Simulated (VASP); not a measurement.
# Ir (Fm-3m) in VASP: further runs

Ir is run at these levels: PBE; tasks: single point, relaxation of cell and atoms.

Everything below comes from runs of VASP 6.6.1. Logs are shortened: lines on timing, memory, paths and dates and some standing lists are left out, and cuts for length are marked.

## 1. The cell of the first run

The structure is cubic, space group Fm-3m (No. 225). Conventional cell: a = 3.831 Å, b = 3.831 Å, c = 3.831 Å, α = 90.00°, β = 90.00°, γ = 90.00°. Within 3.6 Å of Ir (site symmetry m-3m) lie 12 Ir at 2.71 Å.

## 2. Single point, PBE

Input file INCAR:

```
  PREC = Accurate
  ENCUT = 520
  EDIFF = 1E-6
  ISMEAR = 0
  SIGMA = 0.1
  LREAL = F
  LASPH = T
  NELM = 100
  ALGO = Fast
  ISIF = 2
  LWAVE = F
  LCHARG = F
  GGA = PE
  NBANDS = 10
```

Input file KPOINTS:

```
Automatic mesh
0
Gamma
  8 8 8
```

Input file POSCAR:

```
Ir
1.0
    0.0000000000      1.9156000000      1.9156000000
    1.9156000000      0.0000000000      1.9156000000
    1.9156000000      1.9156000000      0.0000000000
Ir
1
Direct
    0.0000000000      0.0000000000      0.0000000000
```

Potentials or basis: VASP PAW PBE potentials, release 64 (Ir).

The run is started by

```
cat potpaw_PBE.64/Ir/POTCAR > POTCAR
mpirun -np 1 vasp_std > vasp.out
```

OUTCAR:

```text
PREC = Accurate
   ENCUT = 520
   EDIFF = 1E-6
   ISMEAR = 0
   LREAL = F
   LASPH = T
   NELM = 100
   ISIF = 2
   GGA = PE

 ion  position               nearest neighbor table
   1  0.000  0.000  0.000-

  LATTYP: Found a face centered cubic cell.
 ALAT       =     3.8312000000

  Lattice vectors:

 A1 = (   0.0000000000,   1.9156000000,   1.9156000000)
 A2 = (   1.9156000000,   0.0000000000,   1.9156000000)
 A3 = (   1.9156000000,   1.9156000000,   0.0000000000)

Analysis of symmetry for initial positions (statically):
=====================================================================
 Subroutine PRICEL returns:
 Original cell was already a primitive cell.

 Routine SETGRP: Setting up the symmetry group for a
 face centered cubic supercell.

 Subroutine GETGRP returns: Found 48 space group operations
[... 9 lines left out ...]

 Routine SETGRP: Setting up the symmetry group for a
 face centered cubic supercell.

 Subroutine GETGRP returns: Found 48 space group operations
[... 11 lines left out ...]
                                     Primitive cell

  volume of cell :      14.0587

  direct lattice vectors                    reciprocal lattice vectors
     0.000000000  1.915600000  1.915600000    -0.261014826  0.261014826  0.261014826
     1.915600000  0.000000000  1.915600000     0.261014826 -0.261014826  0.261014826
     1.915600000  1.915600000  0.000000000     0.261014826  0.261014826 -0.261014826

  length of vectors
     2.709067500  2.709067500  2.709067500     0.452090940  0.452090940  0.452090940

  position of ions in fractional coordinates (direct lattice)
     0.000000000  0.000000000  0.000000000

  ion indices of the primitive-cell ions
   primitive index   ion index
                 1           1

----------------------------------------------------------------------------------------

 KPOINTS: Automatic mesh

Automatic generation of k-mesh.
 Grid dimensions read from file:
 generate k-points for:    8    8    8

 Generating k-lattice:

  Cartesian coordinates                     Fractional coordinates (reciprocal lattice)
    -0.032626853  0.032626853  0.032626853     0.125000000  0.000000000  0.000000000
     0.032626853 -0.032626853  0.032626853     0.000000000  0.125000000  0.000000000
     0.032626853  0.032626853 -0.032626853     0.000000000  0.000000000  0.125000000

  Length of vectors
     0.056511367  0.056511367  0.056511367

  Shift w.r.t. Gamma in fractional coordinates (k-lattice)
[... 50 lines left out ...]
   ENCUT  =  520.0 eV  38.22 Ry    6.18 a.u.   5.04  5.04  5.04*2*pi/ulx,y,z
   NELM   =    100;   NELMIN=  2; NELMDL= -5     # of ELM steps
   EDIFF  = 0.1E-05   stopping-criterion for ELM
   LREAL  =      F    real-space projection
   EDIFFG = 0.1E-04   stopping-criterion for IOM
   NSW    =      0    number of steps for IOM
   IBRION =     -1    ionic relax: 0-MD 1-quasi-New 2-CG
   NFREE  =      0    steps in history (QN), initial steepest desc. (CG)
   ISIF   =      2    stress and relaxation
   ISYM   =      2    0-nonsym 1-usesym 2-fastsym
   POTIM  = 0.5000    time-step for ionic-motion
   TEBEG  =    0.0;   TEEND  =   0.0 temperature during run
   PSTRESS=    0.0 pullay stress
   NELECT =       9.0000    total number of electrons
   NUPDOWN=      -1.0000    fix difference up-down
   EMIN   =  10.00;   EMAX   =-10.00  energy-range for DOS
   EFERMI =   0.00;   METHOD = LEGACY
   ISMEAR =     0;   SIGMA  =   0.10  broadening in eV -4-tet -1-fermi 0-gaus
   EFERMI_NEDOS =   21; number of points for ismear=-14 and -15
   IALGO  =     68    algorithm
   IMIX   =      4    mixing-type and parameters
     AMIX     =   0.40;   BMIX     =  1.00
     AMIX_MAG =   1.60;   BMIX_MAG =  1.00
  volume/ion in A,a.u.               =      14.06        94.87
  Fermi-wavevector in a.u.,A,eV,Ry     =   1.410937  2.666284 27.085691  1.990742
  Thomas-Fermi vector in A             =   2.532839
   LORBIT       =      0    0 simple, 1 ext, 2 COOP (PROOUT), +10 PAW based schemes
   GGA     = PE    functional components
   LHFCALC =     F    Hartree Fock is set to
   AEXX    =    0.0000 exact exchange contribution
   IVDW    =     0    specifies the selected vdW correction
   LEPSILON=     F    determine dielectric tensor
   LRPA    =     F    only Hartree local field effects (RPA)
 non-spin polarized calculation
 RMM-DIIS sequential band-by-band and
 Gauss-broadening in eV      SIGMA  =   0.10
  energy-cutoff  :      520.00
  volume of cell :       14.06
 maximum number of plane-waves:       391
   NGX =  9   NGY =  9   NGZ =  9

 number of electron       9.0000000 magnetization

 Free energy of the ion-electron system (eV)
  ---------------------------------------------------
  ext. energy  EPLUGINS =         0.00000000
  ---------------------------------------------------
  free energy    TOTEN  =        -8.76071535 eV

  energy without entropy =       -8.75221996  energy(sigma->0) =       -8.75646766

 E-fermi :  10.5740     XC(G=0): -14.0245

 val. band max:       10.5287631289   @ k =  -0.3750   0.1250   0.0000
 cond. band min:      10.5963400862   @ k =  -0.3750   0.2500   0.0000
 fundamental gap:      0.0675769573
 Fermi energy:        10.5739993731

 k-point     1 :       0.0000    0.0000    0.0000
  band No.  band energies     occupation
      1      -0.6716      2.00000
      2       6.5940      2.00000
      3       6.5940      2.00000
      4       6.5940      2.00000
      5       9.3219      2.00000
      6       9.3219      2.00000
      7      24.8120      0.00000
      8      30.4593      0.00000
      9      30.4593      0.00000
     10      30.4593      0.00000
[... 287 lines left out ...]
 k-point    24 :      -0.3750    0.2500    0.1250
  band No.  band energies     occupation
      1       3.8345      2.00000
      2       5.2354      2.00000
      3       6.8742      2.00000
      4       7.9151      2.00000
      5      11.1066      0.00000
      6      15.7221      0.00000
      7      17.2450      0.00000
      8      26.3034      0.00000
      9      26.4921      0.00000
     10      30.3872      0.00000

 [... further k-points ...]
[... 5 lines left out ...]
  --------------------------------------------------------------------------------------
  -------------------------------------------------------------------------------------
  Total        1.1862964      1.1862964      1.1862964      0.0000000     -0.0000000      0.0000000
  in kB      135.1945929    135.1945929    135.1945929      0.0000000     -0.0000000      0.0000000
  external PRESSURE =     135.1945929 kB  Pullay stress =       0.0000000 kB

 VOLUME and BASIS-vectors are now :
 -----------------------------------------------------------------------------
  energy-cutoff  :      520.00
  volume of cell :       14.06
      direct lattice vectors                 reciprocal lattice vectors
     0.000000000  1.915600000  1.915600000    -0.261014826  0.261014826  0.261014826
     1.915600000  0.000000000  1.915600000     0.261014826 -0.261014826  0.261014826
     1.915600000  1.915600000  0.000000000     0.261014826  0.261014826 -0.261014826

 POSITION                                       TOTAL-FORCE (eV/Angst)
 -----------------------------------------------------------------------------------
      0.00000      0.00000      0.00000         0.000000      0.000000     -0.000000
 -----------------------------------------------------------------------------------
    total drift:                               -0.000000     -0.000000     -0.000000

  FREE ENERGIE OF THE ION-ELECTRON SYSTEM (eV)
  ---------------------------------------------------
  free  energy   TOTEN  =        -8.7607153549 eV

  energy  without entropy=       -8.7522199639  energy(sigma->0) =       -8.75646766
```

stdout:

```text
POSCAR found type information on POSCAR Ir
 POSCAR found :  1 types and       1 ions
 scaLAPACK will be used
 LDA part: xc-table for (Slater+PW92), standard interpolation
 POSCAR, INCAR and KPOINTS ok, starting setup
 FFT: planning ... GRIDC
 FFT: planning ... GRID_SOFT
 FFT: planning ... GRID
 WAVECAR not read
 entering main loop
```

Run time: 5.1 s. Hardware: 1 thread of AMD EPYC 7R43 (Zen 3), shared host; peak memory 0.09 GiB.

What came out:

```yaml
Free_energy: -8.7607 eV
Pressure: 13.5 GPa
```

Levels at points of the mesh, in eV from the Fermi level:
```tsv
k point	band 1	band 2	band 3	band 4	band 5	band 6	band 7	band 8	band 9
(0.00, 0.00, 0.00)	-11.25	-3.98	-3.98	-3.98	-1.25	-1.25	14.24	19.89	19.89
(0.50, 0.00, 0.00)	-8.23	-4.08	-4.08	-0.83	0.86	0.86	7.28	13.80	19.79
(0.50, 0.50, 0.00)	-8.03	-7.47	0.83	1.44	1.44	1.64	10.55	11.68	11.68
```

Caveat: spin-orbit coupling is left out, which moves the levels of the heavy elements.

## 3. Single point, PBE

This run uses another cell than the first one, of 14.56 Å³/atom, 1.036 times its volume.

Input file INCAR:

```
ALGO = Normal
EDIFF = 1E-6
ENCUT = 520
GGA = PE
ISIF = 2
ISMEAR = 0
LASPH = T
LCHARG = T
LELF = T
LREAL = F
LVHAR = T
LWAVE = F
NBANDS = 10
NELM = 60
PREC = Accurate
SIGMA = 0.1
```

Input file KPOINTS:

```
k-points
0
Gamma
  8 8 8
```

Input file POSCAR:

```
Ir
1.0
    0.0000000000      1.9380596430      1.9380596430
    1.9380596430      0.0000000000      1.9380596430
    1.9380596430      1.9380596430      0.0000000000
Ir
1
Direct
    0.0000000000      0.0000000000      0.0000000000
```

Potentials or basis: VASP PAW PBE potentials, release 64 (Ir).

The run is started by

```
cat potpaw_PBE.64/Ir/POTCAR > POTCAR
mpirun -np 1 vasp_std > vasp.out
```

Wall time 4.3 s (1 thread of AMD EPYC 7R43 (Zen 3), shared host); peak memory 0.09 GiB.

The run converged. Its results:

| Item | Value |
| --- | --- |
| Free energy | -8.7821 eV |
| Pressure | 0.3 GPa |

Levels at points of the mesh, in eV from the Fermi level:
| k point | band 2 | band 3 | band 4 | band 5 | band 6 | band 7 |
| --- | --- | --- | --- | --- | --- | --- |
| (0.00, 0.00, 0.00) | -3.77 | -3.77 | -3.77 | -1.19 | -1.19 | 14.31 |
| (0.50, 0.00, 0.00) | -3.86 | -3.86 | -0.73 | 0.80 | 0.80 | 6.93 |
| (0.50, 0.50, 0.00) | -7.08 | 0.78 | 1.35 | 1.35 | 1.65 | 10.08 |

Caveat: spin-orbit coupling is left out, which moves the levels of the heavy elements.

## 4. Relaxation of cell and atoms, PBE

Input file INCAR:

```
ALGO = Normal
EDIFF = 1E-6
EDIFFG = -0.05
ENCUT = 600
GGA = PE
IBRION = 2
ISIF = 3
ISMEAR = 0
LASPH = T
LCHARG = F
LREAL = F
LWAVE = F
NELM = 100
NSW = 100
PREC = Accurate
SIGMA = 0.1
```

KPOINTS is that of step 3.

Input file POSCAR:

```
Ir
1.0
    0.0000000000      1.9156000000      1.9156000000
    1.9156000000      0.0000000000      1.9156000000
    1.9156000000      1.9156000000      0.0000000000
Ir
1
Direct
    0.0000000000      0.0000000000      0.0000000000
```

The run is started by

```
cat potpaw_PBE.64/Ir/POTCAR > POTCAR
mpirun -np 1 vasp_std > vasp.out
```

Wall time 14 s (1 thread of AMD EPYC 7R43 (Zen 3), shared host); peak memory 0.11 GiB.

It converged, with:

```
Free energy                            : -8.7823 eV
Relaxed volume                         : 14.58 Å³/atom
Relaxed cell                           : a = 2.742 Å, b = 2.742 Å, c = 2.742 Å, α = 60.00°, β = 60.00°, γ = 60.00°
Space group after relaxing (to 0.05 Å) : Fm-3m (No. 225)
Energy gained by relaxing              : 21.4 meV/atom
Ionic steps                            : 4
Pressure after relaxing                : -0.1 GPa
```

Step by step:
```csv
step,energy change (eV),largest force (eV/Å),pressure (GPa),volume (Å³)
1,0.0000,0.0000,13.75,14.06
2,0.2227,0.0000,-32.65,16.66
3,-0.0213,0.0000,-0.74,14.61
4,-0.0214,0.0000,-0.09,14.58
```

Final structure:
```
Ir
1.0
     0.00000    1.93898    1.93898
     1.93898    0.00000    1.93898
     1.93898    1.93898    0.00000
Ir
1
Direct
  0.00000 0.00000 0.00000
```

Levels at points of the mesh, in eV from the Fermi level:
```csv
k point,band 2,band 3,band 4,band 5,band 6,band 7
"(0.00, 0.00, 0.00)",-3.76,-3.76,-3.76,-1.19,-1.19,14.32
"(0.50, 0.00, 0.00)",-3.85,-3.85,-0.73,0.80,0.80,6.91
"(0.50, 0.50, 0.00)",-7.07,0.77,1.34,1.34,1.65,10.06
```

Caveat: spin-orbit coupling is left out, which moves the levels of the heavy elements.

(Part 1 of 2 ends here.)
